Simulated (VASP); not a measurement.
Set up this calculation in VASP 6.6.1, as the native input.

| Item | Value |
| --- | --- |
| Task | single point |
| Functional | PBE |
| Potentials or basis | VASP PAW PBE potentials, release 64 (Tl_d) |
| Cutoff | 520 eV |
| k mesh | 10 × 6 × 11 |
| Occupations | gaussian, width 0.1 eV |
| Spin | no spin polarisation |
| Dipole correction | no |
| Further INCAR settings | ALGO = Fast; EDIFF = 1e-06; NBANDS = 20; ISYM = 0 |

The structure of Tl lies in POSCAR:

```
Tl
1.0
    3.6124296579      0.0000000000      0.0000000000
    0.0000000000      5.5652678490      0.0000000000
    1.8062148290      0.0000000000      3.1284558532
Tl
2
Direct
    0.3333333333      0.2500000000      0.3333333333
    0.6666666667      0.7500000000      0.6666666667
```

The input as run:

INCAR

```
ALGO     = Fast           # electronic algorithm
EDIFF    = 1E-6           # SCF threshold, eV
ENCUT    = 520            # plane-wave cutoff, eV
GGA      = PE             # functional
ISIF     = 2              # what is computed and relaxed
ISMEAR   = 0              # smearing method
ISYM     = 0            
LASPH    = True           # aspherical terms in the spheres
LCHARG   = False          # write CHGCAR
LREAL    = False          # projectors in reciprocal space
LWAVE    = False          # write WAVECAR
NBANDS   = 20             # bands
NELM     = 100            # most SCF steps
PREC     = Accurate       # precision mode
SIGMA    = 0.1            # smearing width, eV
```

KPOINTS

```
k-points
0
Gamma
  10 6 11
```

Potentials or basis: VASP PAW PBE potentials, release 64 (Tl_d).

The run is started by

```bash
$ cat potpaw_PBE.64/Tl_d/POTCAR > POTCAR
$ mpirun -np 1 vasp_std > vasp.out
```

Results of the run:

```json
{
  "Pressure": "0.0 GPa",
  "Largest force": "0.008 eV/Å",
  "Band gap on the k mesh": "zero (bands 13 and 14 overlap by 5.52 eV)"
}
```

Caveat: spin-orbit coupling is left out, which moves the levels of the heavy elements.

Run time: 3 min on 1 thread of AMD EPYC 9R45 96-Core Processor (Zen 5), on a shared host, peak memory 0.4 GiB.
